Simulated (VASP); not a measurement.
Input of a VASP 6.6.1 run:

INCAR

```
SYSTEM = Sn3GeO
PREC     = Accurate       ! precision mode
ENCUT    = 600            ! plane-wave cutoff, eV
EDIFF    = 1E-7           ! SCF threshold, eV
ISMEAR   = 0              ! smearing method
SIGMA    = 0.1            ! smearing width, eV
LREAL    = .False.        ! projectors in reciprocal space
LASPH    = .True.         ! aspherical terms in the spheres
NELM     = 100            ! most SCF steps
ALGO     = Normal         ! electronic algorithm
ISIF     = 3              ! what is computed and relaxed
LWAVE    = .False.        ! write WAVECAR
LCHARG   = .False.        ! write CHGCAR
GGA      = PE             ! functional
IBRION   = 2              ! ionic algorithm
NSW      = 100            ! ionic steps
EDIFFG   = -0.01          ! ionic threshold
```

KPOINTS

```
Automatic mesh
0
Gamma
  8 8 8
  0 0 0
```

POSCAR

```
Sn3GeO
1.0
    4.8889525300      0.0000000000      0.0000000000
    0.0000000000      4.8889525300      0.0000000000
    0.0000000000      0.0000000000      4.8889525300
Sn Ge O
3 1 1
Direct
    0.0000000000      0.5000000000      0.5000000000
    0.5000000000      0.0000000000      0.5000000000
    0.5000000000      0.5000000000      0.0000000000
    0.0000000000      0.0000000000      0.0000000000
    0.5000000000      0.5000000000      0.5000000000
```

Potentials or basis: VASP PAW PBE potentials, release 64 (Sn_d, Ge_d, O).

Command:

```sh
$ cat potpaw_PBE.64/Sn_d/POTCAR potpaw_PBE.64/Ge_d/POTCAR potpaw_PBE.64/O/POTCAR > POTCAR
$ mpirun -np 1 vasp_std > vasp.out
```

Predict the space group after relaxing (to 0.05 Å).

Pm-3m (No. 221).

What does it give for the band gap on the k mesh?

Zero (band 31 reaches 7.23 eV, above the bottom of band 32 at 6.40 eV).

What does it give for the relaxed volume?

22.88 Å³/atom.

Step by step:
```tsv
step	energy change (eV)	largest force (eV/Å)	pressure (GPa)	volume (Å³)
1	0.0000	0.0000	-1.19	116.86
2	-0.0090	0.0000	0.23	113.95
3	-0.0093	0.0000	0.00	114.39
```

Caveat: spin-orbit coupling is left out, which moves the levels of the heavy elements.
